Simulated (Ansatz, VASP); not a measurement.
Given: the input of a run of VASP 6.6.1 on Sr.

The input INCAR:

```
  PREC = Accurate
  ENCUT = 500
  EDIFF = 1E-6
  ISMEAR = -1
  SIGMA = 0.05
  LREAL = F
  LASPH = T
  NELM = 120
  ALGO = Normal
  ISIF = 2
  LWAVE = F
  LCHARG = T
  GGA = PE
  LELF = T
  LVHAR = T
  NBANDS = 11
  GGA_COMPAT = F
```

Contents of KPOINTS:

```
regular mesh
0
Gamma
  8 8 8
```

The input POSCAR:

```
Sr
1.0
    0.0000000000      3.0423500000      3.1031970000
    3.0423500000      0.0000000000      3.1031970000
    3.0423500000      3.0423500000      0.0000000000
Sr
1
Direct
    0.0000000000      0.0000000000      0.0000000000
```

Potentials or basis: VASP PAW PBE potentials, release 64 (Sr_sv).

The run is started by

```bash
$ cat potpaw_PBE.64/Sr_sv/POTCAR > POTCAR
$ mpirun -np 1 vasp_std > vasp.out
```

**Question.** Translate it to Ansatz 0.2.0. Potentials there: Ansatz PAW.

**Answer.** As run (the cutoff follows the program's own potentials):

The input input.yaml:

```yaml
crystal:
  lattice:
    - [0.0, 3.04235, 3.103197]
    - [3.04235, 0.0, 3.103197]
    - [3.04235, 3.04235, 0.0]
  atoms:
    - { symbol: Sr, position: [0.0, 0.0, 0.0] }
hamiltonian:
  xc: pbe
  pseudopotentials: { kind: paw }
kpoints:
  mp_grid: { grid: [8, 8, 8] }
scf:
  occupations: { method: fermi_dirac, width: 0.05 }
output:
  forces: true
  stress: true
  eigenvalues: true
```

Potentials or basis: Ansatz PAW.

Launch:

```sh
$ ansatz run input.yaml --threads 2 --pin off --max-ram 5632MiB --backend cpu --events-out ev --progress --plain --runs-dir out
```

Both were run:

|  | VASP | Ansatz | Ansatz less VASP |
| --- | --- | --- | --- |
| gap on the k mesh at the Fermi level (eV) | none | none | - |
| pressure (GPa) | -0.5 | -0.5 | 0.00 |
| traceless stress, the component that is largest in VASP (GPa) | -0.09 | -0.09 | 0.000 |

A gap of «none» marks a metal or a gap that the smearing closes. The functional is the same, so the differences come from potentials, cutoffs and numerics.
